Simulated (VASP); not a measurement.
Runs of VASP 6.6.1 on TePt. The structure is that of space group P6_3/mmc (No. 194), or close to it. The cells are those of the table. 

```csv
cell,gap on the mesh (eV),pressure (GPa)
"a = 4.275, b = 4.275, c = 5.228 Å, angles 90.0, 90.0, 120.0°, 4 atoms",none,6.1
"a = 3.947, b = 3.947, c = 5.882 Å, angles 90.0, 90.0, 120.0°, 4 atoms",none,(a)
"a = 4.440, b = 4.440, c = 5.882 Å, angles 90.0, 90.0, 120.0°, 4 atoms",none,-14.7
"a = 4.440, b = 4.440, c = 5.010 Å, angles 90.0, 90.0, 120.0°, 4 atoms",none,(b)
"a = 3.947, b = 3.947, c = 5.664 Å, angles 90.0, 90.0, 120.0°, 4 atoms",none,20.5
```

Alike in all rows: task single point; level PBEsol; potentials or basis VASP PAW PBE potentials, release 64 (Te, Pt); no spin polarisation; k mesh 12 × 12 × 10; cutoff (eV) 520; smearing gaussian 0.15 eV.

**Question.** Fill in the values left out.

**Answer.** (a) 12.5; (b) 4.1.

Caveats: the PAW data sets were made with another functional, which shifts forces and pressure a little; spin-orbit coupling is left out, which moves the levels of the heavy elements; the stress differs along the axes, from 2 to 14 GPa (at least some runs); the stress differs along the axes, from 6 to 16 GPa (at least some runs); the cell stands under tension (at least some runs); the stress differs along the axes, from -6 to 23 GPa (at least some runs); the stress differs along the axes, from 15 to 23 GPa (at least some runs).

A k mesh can miss the band edges, and the runs leave out spin-orbit coupling on Pt, Te.

A gap of «none» marks levels without a gap at the run's occupations.
